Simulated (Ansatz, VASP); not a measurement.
One calculation of AlN, two programs

POSCAR

```
AlN
1.0
    2.8328531143      0.0000000000      0.0000000000
   -1.4164265572      2.4533227621      0.0000000000
    0.0000000000      0.0000000000      4.8410108420
Al N
2 2
Direct
    0.0000000000      0.0000000000      0.0000000000
    0.0000000000      0.0000000000      0.5000000000
    0.3333333333      0.6666666667      0.2500000000
    0.6666666667      0.3333333333      0.7500000000
```

INCAR.step1

```
ALGO = Normal ; EDIFF = 1E-4
ENCUT = 520 ; GGA = PE
ISMEAR = 0 ; LASPH = True
LCHARG = False ; LREAL = False
LWAVE = True ; NBANDS = 16
NELM = 80 ; PREC = Accurate
SIGMA = 0.01
```

Contents of INCAR.step2:

```
ALGO = Normal ; EDIFF = 1E-6
ENCUT = 520 ; ISIF = 2
ISMEAR = 0 ; ISTART = 1
LASPH = True ; LCHARG = False
LMIXTAU = True ; LREAL = False
LWAVE = False ; METAGGA = R2SCAN
NBANDS = 16 ; NELM = 80
PREC = Accurate ; SIGMA = 0.01
```

File KPOINTS:

```
k-points
0
Gamma
  9 9 4
```

Input for Ansatz:

```yaml
crystal:
  lattice:
    - [2.8328531143, 0.0, 0.0]
    - [-1.4164265572, 2.4533227621, 0.0]
    - [0.0, 0.0, 4.841010842]
  atoms:
    - { symbol: Al, position: [0.0, 0.0, 0.0] }
    - { symbol: Al, position: [0.0, 0.0, 0.5] }
    - { symbol: "N", position: [0.3333333333, 0.6666666667, 0.25] }
    - { symbol: "N", position: [0.6666666667, 0.3333333333, 0.75] }
kpoints:
  mp_grid: { grid: [9, 9, 4] }
hamiltonian:
  xc: r2scan
scf:
  occupations: { method: fixed }
  n_extra_bands: 5
output:
  forces: true
  stress: true
  eigenvalues: true
```

Alike in both runs: task single point; functional r2SCAN; k mesh 9 × 9 × 4; no spin polarisation.

|  | VASP | Ansatz |
| --- | --- | --- |
| version | VASP 6.6.1 | Ansatz 0.2.0 |
| potentials or method | VASP PAW PBE potentials, release 64 (Al, N) | plane waves, PAW |
| plane-wave cutoff (eV) | 520 | 500 |
| occupations | gaussian, width 0.01 eV | fixed |
| valence electrons in the cell | 16 | 16 |

VASP gave:

* gap on the k mesh at the Fermi level (eV): 5.88
* pressure (GPa): -0.8
* traceless stress, the component that is largest in VASP (GPa): -0.11

Q: What did Ansatz give for the same quantities?

A: gap on the k mesh at the Fermi level (eV): 5.88; pressure (GPa): 0.0; traceless stress, the component that is largest in VASP (GPa): 0.00.

VASP's potentials were made for PBE, not for r2SCAN.
